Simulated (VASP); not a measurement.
Sr2Sb2O:

```xyz
5
Lattice="3.6301 0.0000 0.0000 -1.8151 3.1438 0.0000 0.0000 0.0000 8.6306" Properties=species:S:1:pos:R:3 pbc="T T T"
Sr    0.0000    2.0958    7.8394
Sr    1.8151    1.0479    0.7912
Sb    1.8151    1.0479    5.7509
Sb    0.0000    2.0958    2.8797
O     0.0000    0.0000    0.0000
```

- Program: VASP 6.6.1
- Task: relaxation of cell and atoms
- Functional: PBE
- Dispersion: D3(BJ)
- Potentials or basis: VASP PAW PBE potentials, release 64 (Sr_sv, Sb_d_GW, O)
- Cutoff: 600 eV
- k mesh: 6 × 6 × 2
- Occupations: gaussian, width 0.1 eV
- Spin: no spin polarisation

At the start: pressure 34.9 GPa; volume 19.70 Å³/atom.

**Question.** How do energy, volume and symmetry change on relaxing?

**Answer.** Over 13 steps the energy falls by 1138.3 meV/atom and the volume is 25.59 Å³/atom (+29.9 %); space group P-3m1 (No. 164, to 0.1 Å) before and after.

Step by step:
| step | energy change (eV) | largest force (eV/Å) | pressure (GPa) | volume (Å³) |
| --- | --- | --- | --- | --- |
| 1 | 0.0000 | 3.4199 | 34.93 | 98.49 |
| 2 | -3.3640 | 0.8783 | -7.00 | 173.28 |
| 3 | -4.0862 | 1.3224 | -1.37 | 141.77 |
| 4 | -4.5833 | 1.0876 | -1.21 | 139.97 |
| 5 | -5.6138 | 0.2187 | -1.13 | 133.02 |
| 6 | -5.6295 | 0.7015 | -1.17 | 129.48 |
| 7 | -5.6643 | 0.3569 | -1.18 | 131.33 |
| 8 | -5.6650 | 0.4054 | -1.18 | 131.07 |
| 9 | -5.6802 | 0.0118 | 1.24 | 125.09 |
| 10 | -5.6886 | 0.1510 | 0.28 | 127.26 |
| 11 | -5.6911 | 0.0639 | -0.07 | 128.09 |
| 12 | -5.6912 | 0.0509 | -0.02 | 127.97 |
| 13 | -5.6916 | 0.0372 | 0.03 | 127.97 |

Final structure:
```
CELL_PARAMETERS angstrom
3.61998 0.00000 0.00000
-1.80999 3.13499 0.00000
0.00000 0.00000 11.27636
ATOMIC_POSITIONS crystal
Sr 0.33333 0.66667 0.86772
Sr 0.66667 0.33333 0.13228
Sb 0.66667 0.33333 0.63032
Sb 0.33333 0.66667 0.36968
O 0.00000 0.00000 0.00000
```

Caveat: the k points lie up to 0.33 Å⁻¹ apart in the final cell, too coarse for converged energies and pressures of a metal; the volume moved by over 15 % at a fixed basis, so the end points are rough.
